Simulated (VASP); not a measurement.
# GaP (R-3m) in VASP: a series of runs

Runs on GaP. Level: LDA. Tasks: single point.

Program: VASP 6.6.1. These are calculated values, not measurements. Logs are shortened: lines on timing, memory, paths and dates and some standing lists are left out, and cuts for length are marked.

## (1) The cell of the first run

Symmetry: R-3m, No. 166, trigonal system. The conventional cell has a = 4.186 Å, b = 4.186 Å, c = 16.626 Å, α = 90.00°, β = 90.00°, γ = 120.00°. Within 2.8 Å of Ga (site symmetry 3m) lie 1 Ga at 2.15 Å and 3 P at 2.53 Å. P (site symmetry 3m) has 1 P at 1.91 Å and 3 Ga at 2.53 Å within 2.6 Å.

## (2) Single point, LDA

File INCAR:

```
SYSTEM = GaP
PREC = Accurate
ENCUT = 520
EDIFF = 1E-7
ISMEAR = 0
SIGMA = 0.05
LREAL = .FALSE.
LASPH = .TRUE.
NELM = 100
ALGO = Normal
ISIF = 2
LWAVE = .FALSE.
LCHARG = .FALSE.
GGA = CA
NBANDS = 26
```

File KPOINTS:

```
regular mesh
0
G
  12 12 12
  0 0 0
```

File POSCAR:

```
GaP
1.0
    2.0930496487      1.2084227781      5.5419041460
   -2.0930496487      1.2084227781      5.5419041460
    0.0000000000     -2.4168455562      5.5419041460
Ga P
2 2
Direct
    0.4353720000      0.4353720000      0.4353720000
    0.5646280000      0.5646280000      0.5646280000
    0.0573890000      0.0573890000      0.0573890000
    0.9426110000      0.9426110000      0.9426110000
```

Potentials or basis: VASP PAW LDA potentials, release 64 (Ga_d, P).

Command:

```
> cat potpaw_LDA.64/Ga_d/POTCAR potpaw_LDA.64/P/POTCAR > POTCAR
> mpirun -np 1 vasp_std > vasp.out
```

OUTCAR:

```text
SYSTEM = GaP
   PREC = Accurate
   ENCUT = 520
   EDIFF = 1E-7
   ISMEAR = 0
   LREAL = .FALSE.
   LASPH = .TRUE.
   NELM = 100
   ISIF = 2
   GGA = CA

 ion  position               nearest neighbor table
   1  0.435  0.435  0.435-   2 2.15   3 2.53   3 2.53   3 2.53
   2  0.565  0.565  0.565-   1 2.15   4 2.53   4 2.53   4 2.53
   3  0.057  0.057  0.057-   4 1.91   1 2.53   1 2.53   1 2.53
   4  0.943  0.943  0.943-   3 1.91   2 2.53   2 2.53   2 2.53

  LATTYP: Found a trigonal (rhomboedric) cell.
 ALAT       =     6.0459775062
 COS(alpha) =     0.7603066407

  Lattice vectors:

 A1 = (   2.0930496487,   1.2084227781,   5.5419041460)
 A2 = (  -2.0930496487,   1.2084227781,   5.5419041460)
 A3 = (   0.0000000000,  -2.4168455562,   5.5419041460)

Analysis of symmetry for initial positions (statically):
=====================================================================
 Subroutine PRICEL returns:
 Original cell was already a primitive cell.

 Routine SETGRP: Setting up the symmetry group for a
 trigonal (rhombohedral) supercell.

 Subroutine GETGRP returns: Found 12 space group operations
 (whereof 12 operations were pure point group operations)
 out of a pool of 12 trial point group operations.

The static configuration has the point symmetry D_3d.

Analysis of symmetry for dynamics (positions and initial velocities):
=====================================================================
 Subroutine PRICEL returns:
 Original cell was already a primitive cell.

 Routine SETGRP: Setting up the symmetry group for a
 trigonal (rhombohedral) supercell.

 Subroutine GETGRP returns: Found 12 space group operations
 (whereof 12 operations were pure point group operations)
 out of a pool of 12 trial point group operations.

The dynamic configuration has the point symmetry D_3d.

 Subroutine INISYM returns: Found 12 space group operations
 (whereof 12 operations are pure point group operations),
 and found     1 'primitive' translations

----------------------------------------------------------------------------------------

                                     Primitive cell

  volume of cell :      84.1025

  direct lattice vectors                    reciprocal lattice vectors
     2.093049649  1.208422778  5.541904146     0.238885877  0.137920825  0.060147798
    -2.093049649  1.208422778  5.541904146    -0.238885877  0.137920825  0.060147798
     0.000000000 -2.416845556  5.541904146     0.000000000 -0.275841650  0.060147798

  length of vectors
     6.045977506  6.045977506  6.045977506     0.282323172  0.282323172  0.282323172

  position of ions in fractional coordinates (direct lattice)
     0.435372000  0.435372000  0.435372000
     0.564628000  0.564628000  0.564628000
     0.057389000  0.057389000  0.057389000
     0.942611000  0.942611000  0.942611000

  ion indices of the primitive-cell ions
   primitive index   ion index
                 1           1
                 2           2
                 3           3
                 4           4

----------------------------------------------------------------------------------------

 KPOINTS: regular mesh

Automatic generation of k-mesh.
 Grid dimensions read from file:
 generate k-points for:   12   12   12

 Generating k-lattice:

  Cartesian coordinates                     Fractional coordinates (reciprocal lattice)
     0.019907156  0.011493402  0.005012317     0.083333333 -0.000000000 -0.000000000
    -0.019907156  0.011493402  0.005012317    -0.000000000  0.083333333 -0.000000000
     0.000000000 -0.022986804  0.005012317    -0.000000000 -0.000000000  0.083333333

  Length of vectors
     0.023526931  0.023526931  0.023526931

  Shift w.r.t. Gamma in fractional coordinates (k-lattice)
     0.000000000  0.000000000  0.000000000

 Subroutine IBZKPT returns following result:
 ===========================================

 Found    189 irreducible k-points:

 Following reciprocal coordinates:
            Coordinates               Weight
  0.000000  0.000000  0.000000      1.000000
  0.083333 -0.000000  0.000000      6.000000
  0.166667 -0.000000  0.000000      6.000000
  0.250000  0.000000  0.000000      6.000000
  0.333333 -0.000000  0.000000      6.000000
  0.416667 -0.000000  0.000000      6.000000
[... 16 lines left out ...]
  0.500000  0.166667  0.000000     12.000000
 -0.416667  0.166667 -0.000000     12.000000
 [... further k-points ...]
   k-points           NKPTS =    189   k-points in BZ     NKDIM =    189   number of bands    NBANDS=     26
   number of dos      NEDOS =    301   number of ions     NIONS =      4
   total plane-waves  NPLWV = 110592
   dimension x,y,z NGX =    48 NGY =   48 NGZ =   48
   dimension x,y,z NGXF=    96 NGYF=   96 NGZF=   96
   ions per type =               2   2
   NGX,Y,Z   is equivalent  to a cutoff of  13.20, 13.20, 13.20 a.u.
   NGXF,Y,Z  is equivalent  to a cutoff of  26.40, 26.40, 26.40 a.u.
 SYSTEM =  GaP
   PREC   = accura    normal or accurate (medium, high low for compatibility)
   ISTART =      0    job   : 0-new  1-cont  2-samecut
   ICHARG =      2    charge: 1-file 2-atom 10-const
   ISPIN  =      1    spin polarized calculation?
   LNONCOLLINEAR =      F non collinear calculations
   LSORBIT =      F    spin-orbit coupling
   LASPH  =      T    aspherical Exc in radial PAW
   ENCUT  =  520.0 eV  38.22 Ry    6.18 a.u.  11.24 11.24 11.24*2*pi/ulx,y,z
   NELM   =    100;   NELMIN=  2; NELMDL= -5     # of ELM steps
   EDIFF  = 0.1E-06   stopping-criterion for ELM
   LREAL  =      F    real-space projection
   EDIFFG = 0.1E-05   stopping-criterion for IOM
   NSW    =      0    number of steps for IOM
   IBRION =     -1    ionic relax: 0-MD 1-quasi-New 2-CG
   NFREE  =      0    steps in history (QN), initial steepest desc. (CG)
   ISIF   =      2    stress and relaxation
   ISYM   =      2    0-nonsym 1-usesym 2-fastsym
   POTIM  = 0.5000    time-step for ionic-motion
   TEBEG  =    0.0;   TEEND  =   0.0 temperature during run
   PSTRESS=    0.0 pullay stress
   NELECT =      36.0000    total number of electrons
   NUPDOWN=      -1.0000    fix difference up-down
   EMIN   =  10.00;   EMAX   =-10.00  energy-range for DOS
   EFERMI =   0.00;   METHOD = LEGACY
   ISMEAR =     0;   SIGMA  =   0.05  broadening in eV -4-tet -1-fermi 0-gaus
   EFERMI_NEDOS =   21; number of points for ismear=-14 and -15
   IALGO  =     38    algorithm
   IMIX   =      4    mixing-type and parameters
     AMIX     =   0.40;   BMIX     =  1.00
     AMIX_MAG =   1.60;   BMIX_MAG =  1.00
  volume/ion in A,a.u.               =      21.03       141.89
  Fermi-wavevector in a.u.,A,eV,Ry     =   1.233785  2.331515 20.711129  1.522225
  Thomas-Fermi vector in A             =   2.368501
   LORBIT       =      0    0 simple, 1 ext, 2 COOP (PROOUT), +10 PAW based schemes
   GGA     = CA    functional components
   LHFCALC =     F    Hartree Fock is set to
   AEXX    =    0.0000 exact exchange contribution
   IVDW    =     0    specifies the selected vdW correction
   LEPSILON=     F    determine dielectric tensor
   LRPA    =     F    only Hartree local field effects (RPA)
 non-spin polarized calculation
 Gauss-broadening in eV      SIGMA  =   0.05
  energy-cutoff  :      520.00
  volume of cell :       84.10
 maximum number of plane-waves:      2300
 NGX is ok and might be reduce to    48

 number of electron      36.0000007 magnetization

 Free energy of the ion-electron system (eV)
  ---------------------------------------------------
  ext. energy  EPLUGINS =         0.00000000
  ---------------------------------------------------
  free energy    TOTEN  =       -18.47079039 eV

  energy without entropy =      -18.46976174  energy(sigma->0) =      -18.47027606

 E-fermi :   4.4688     XC(G=0):  -9.9537

 val. band max:        4.4612681960   @ k =   0.2500   0.2500   0.0833
 cond. band min:       4.4727403830   @ k =   0.5000   0.4167   0.0000
 fundamental gap:      0.0114721870
 Fermi energy:         4.4687669163

 k-point     1 :       0.0000    0.0000    0.0000
  band No.  band energies     occupation
      1     -10.8493      2.00000
      2     -10.5127      2.00000
      3     -10.5127      2.00000
      4     -10.3221      2.00000
      5     -10.3221      2.00000
      6     -10.2460      2.00000
[... 18 lines left out ...]
     25      10.2626      0.00000
     26      11.6469      0.00000

 k-point     2 :       0.0833   -0.0000    0.0000
  band No.  band energies     occupation
      1     -10.8487      2.00000
      2     -10.5171      2.00000
      3     -10.5126      2.00000
      4     -10.3236      2.00000
      5     -10.3205      2.00000
      6     -10.2511      2.00000
[... 18 lines left out ...]
     25      10.3281      0.00000
     26      11.9794      0.00000

 k-point     3 :       0.1667   -0.0000    0.0000
  band No.  band energies     occupation
      1     -10.8472      2.00000
      2     -10.5285      2.00000
      3     -10.5125      2.00000
      4     -10.3275      2.00000
      5     -10.3163      2.00000
      6     -10.2632      2.00000
[... 18 lines left out ...]
     25      10.4067      0.00000
     26      12.1186      0.00000

 k-point     4 :       0.2500    0.0000    0.0000
  band No.  band energies     occupation
      1     -10.8451      2.00000
      2     -10.5431      2.00000
      3     -10.5123      2.00000
      4     -10.3330      2.00000
      5     -10.3105      2.00000
      6     -10.2765      2.00000
[... 18 lines left out ...]
     25      10.5335      0.00000
     26      11.8803      0.00000
[... 496 lines left out ...]
      1     -10.8423      2.00000
      2     -10.5523      2.00000
      3     -10.5147      2.00000
      4     -10.3501      2.00000
      5     -10.3181      2.00000
      6     -10.2675      2.00000
[... 18 lines left out ...]
     25      11.2486      0.00000
     26      12.3081      0.00000

 k-point    23 :       0.5000    0.1667    0.0000
  band No.  band energies     occupation
      1     -10.8410      2.00000
      2     -10.5597      2.00000
      3     -10.5150      2.00000
      4     -10.3500      2.00000
      5     -10.3223      2.00000
      6     -10.2677      2.00000
[... 18 lines left out ...]
     25      11.5238      0.00000
     26      12.6223      0.00000

 k-point    24 :      -0.4167    0.1667   -0.0000
  band No.  band energies     occupation
      1     -10.8406      2.00000
      2     -10.5628      2.00000
      3     -10.5154      2.00000
      4     -10.3470      2.00000
      5     -10.3257      2.00000
      6     -10.2678      2.00000
[... 18 lines left out ...]
     25      11.3767      0.00000
     26      12.2034      0.00000

 [... further k-points ...]

------------------------ aborting loop because EDIFF is reached ----------------------------------------

  FORCE on cell =-STRESS in cart. coord.  units (eV):
  Direction    XX          YY          ZZ          XY          YZ          ZX
  --------------------------------------------------------------------------------------
  -------------------------------------------------------------------------------------
  Total       -6.1862859     -6.1862859     20.0441513      0.0000000      0.0000000      0.0000000
  in kB     -117.8506215   -117.8506215    381.8471575      0.0000000      0.0000000      0.0000000
  external PRESSURE =      48.7153048 kB  Pullay stress =       0.0000000 kB

 VOLUME and BASIS-vectors are now :
 -----------------------------------------------------------------------------
  energy-cutoff  :      520.00
  volume of cell :       84.10
      direct lattice vectors                 reciprocal lattice vectors
     2.093049649  1.208422778  5.541904146     0.238885877  0.137920825  0.060147798
    -2.093049649  1.208422778  5.541904146    -0.238885877  0.137920825  0.060147798
     0.000000000 -2.416845556  5.541904146     0.000000000 -0.275841650  0.060147798

 POSITION                                       TOTAL-FORCE (eV/Angst)
 -----------------------------------------------------------------------------------
      0.00000      0.00000      7.23837         0.000000      0.000000     -2.650889
      0.00000      0.00000      9.38734         0.000000     -0.000000      2.650889
      0.00000      0.00000      0.95413         0.000000     -0.000000      5.736481
      0.00000      0.00000     15.67158         0.000000      0.000000     -5.736481
 -----------------------------------------------------------------------------------
    total drift:                               -0.000000      0.000000      0.000000

  FREE ENERGIE OF THE ION-ELECTRON SYSTEM (eV)
  ---------------------------------------------------
  free  energy   TOTEN  =       -18.4707903856 eV

  energy  without entropy=      -18.4697617393  energy(sigma->0) =      -18.47027606
```

It took 13 min on 1 thread of Intel Xeon Platinum 8488C (Sapphire Rapids), shared host; peak memory 0.5 GiB.

What came out:

```yaml
Free_energy: -18.4708 eV
Pressure: 4.9 GPa
Largest_force: 5.736 eV/Å
Band_gap_on_the_k_mesh: zero (bands 18 and 19 overlap by 0.66 eV)
```

Forces in eV/Å, atoms in the order of the input:
```
Ga   0.000  0.000 -2.651
Ga   0.000  0.000  2.651
P    0.000  0.000  5.736
P    0.000  0.000 -5.736
```

Caveat: the stress differs along the axes, from -12 to 38 GPa; semilocal functionals underestimate gaps, and a narrow one can read as zero; forces of over 1 eV/Å act on the atoms, so gaps and moduli don't describe the material at rest.

## (3) Single point, LDA

This run uses another cell than the first one, of the same volume but with other edges.

File INCAR:

```
PREC = Accurate ; ENCUT = 520
EDIFF = 1E-7 ; ISMEAR = 0
SIGMA = 0.05 ; LREAL = F
LASPH = T ; NELM = 60
ALGO = Normal ; ISIF = 2
LWAVE = F ; LCHARG = F
GGA = CA ; NBANDS = 26
```

File KPOINTS:

```
regular mesh
0
Gamma
  12 12 12
```

File POSCAR:

```
GaP
1.0
    1.7803077202      1.0278611415      7.6599850156
   -1.7803077202      1.0278611415      7.6599850156
    0.0000000000     -2.0557222830      7.6599850156
Ga P
2 2
Direct
    0.4353720000      0.4353720000      0.4353720000
    0.5646280000      0.5646280000      0.5646280000
    0.0573890000      0.0573890000      0.0573890000
    0.9426110000      0.9426110000      0.9426110000
```

Potentials or basis: VASP PAW LDA potentials, release 64 (Ga_d, P).

Command:

```
> cat potpaw_LDA.64/Ga_d/POTCAR potpaw_LDA.64/P/POTCAR > POTCAR
> mpirun -np 1 vasp_std > vasp.out
```

Run time: 28 min. Hardware: 1 thread of Intel Xeon Platinum 8488C (Sapphire Rapids), shared host; peak memory 0.58 GiB.

It converged, with:

```
Free energy            : -18.7769 eV
Pressure               : 0.2 GPa
Largest force          : 0.556 eV/Å
Band gap on the k mesh : zero (bands 18 and 19 overlap by 1.10 eV)
```

Forces on the atoms (eV/Å):
```
Ga   0.000  0.000  0.357
Ga   0.000  0.000 -0.357
P    0.000  0.000 -0.556
P    0.000  0.000  0.556
```

Stress tensor (GPa, compression positive):
```
  8.94   0.00   0.00
  0.00   8.94   0.00
  0.00   0.00 -17.16
```

Levels at points of the mesh, in eV from the Fermi level:
| k point | band 16 | band 17 | band 18 | band 19 | band 20 | band 21 |
| --- | --- | --- | --- | --- | --- | --- |
| (0.00, 0.00, 0.00) | -0.11 | -0.11 | 0.62 | 0.62 | 3.59 | 4.18 |
| (0.50, 0.00, 0.00) | -2.10 | -1.74 | -1.27 | 1.03 | 2.47 | 2.85 |
| (0.50, 0.50, 0.00) | -1.86 | -1.11 | -0.69 | -0.33 | 0.74 | 2.68 |
| (0.50, 0.50, 0.50) | -0.07 | 0.55 | 0.55 | 3.01 | 3.31 | 4.05 |

Caveat: the stress differs along the axes, from -17 to 9 GPa.
